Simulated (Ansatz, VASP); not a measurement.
**Sb in VASP and in Ansatz**

```
Sb
1.0
     2.14016    1.23562    3.76495
    -2.14016    1.23562    3.76495
     0.00000   -2.47124    3.76495
Sb
2
Direct
  0.26826 0.26826 0.26826
  0.73174 0.73174 0.73174
```

Change from the starting cell: volume scaled by 0.95, PAW files.

Alike in both runs: task electric field gradients; functional r2SCAN; k mesh 11 × 11 × 11; occupations fermi-dirac, width 0.05 eV; no spin polarisation.

```csv
,VASP,Ansatz
version,VASP 6.6.1,Ansatz 0.2.0
potentials or method,"VASP PAW PBE potentials, release 64 (Sb)","PAW with Ansatz's default frozen-core files, scalar-relativistic"
plane-wave cutoff (eV),520,500
valence electrons in the cell,10,30
```

VASP gave:

* pressure (GPa): 3.3
* traceless stress, the component that is largest in VASP (GPa): -0.30
* rms of the force components (eV/Å): 0.214
* size of Vzz on the site where it differs most (V/Å²): 65.0

Question: Estimate Ansatz's values.

Answer: Pressure (GPa): 3.1; traceless stress, the component that is largest in VASP (GPa): -0.24; rms of the force components (eV/Å): 0.175; size of Vzz on the site where it differs most (V/Å²): 68.7.

VASP's potentials were made for PBE, not for r2SCAN. Atom by atom the forces differ by 0.039 eV/Å (rms over components). VASP's potentials hold 10 valence electrons a cell and Ansatz's 30, so a difference there can come from the potentials and not from the codes.

Neither program's run includes spin-orbit coupling.
